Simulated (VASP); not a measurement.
A run of VASP 6.6.1 is set up as follows.

The input INCAR:

```
PREC     = Accurate       # precision mode
ENCUT    = 520            # plane-wave cutoff, eV
EDIFF    = 1E-7           # SCF threshold, eV
ISMEAR   = 0              # smearing method
SIGMA    = 0.15           # smearing width, eV
LREAL    = F              # projectors in reciprocal space
LASPH    = T              # aspherical terms in the spheres
NELM     = 100            # most SCF steps
ALGO     = Normal         # electronic algorithm
ISIF     = 2              # what is computed and relaxed
LWAVE    = F              # write WAVECAR
LCHARG   = F              # write CHGCAR
GGA      = CA             # functional
NBANDS   = 8              # bands
```

Contents of KPOINTS:

```
regular mesh
0
Gamma
  21 21 20
```

File POSCAR:

```
Si
1.0
    2.6860563853      0.0000000000      0.0000000000
   -1.3430281927      2.3261930656      0.0000000000
    0.0000000000      0.0000000000      2.5280132497
Si
1
Direct
    0.0000000000      0.0000000000      0.0000000000
```

Potentials or basis: VASP PAW LDA potentials, release 64 (Si).

The run is started by

```console
$ cat potpaw_LDA.64/Si/POTCAR > POTCAR
$ mpirun -np 1 vasp_std > vasp.out
```

**Question.** What does it give for the band gap on the k mesh?

**Answer.** Zero (band 2 reaches 16.14 eV, above the bottom of band 3 at 4.52 eV).

**Question.** Predict the pressure.

**Answer.** -7.8 GPa.

Stress tensor (GPa, compression positive):
```
-6.92  0.00  0.00
 0.00 -6.92  0.00
 0.00  0.00 -9.58
```

Caveat: the cell differs from its parent crystal (strain +0.025 along x and y, +0.025 along z).
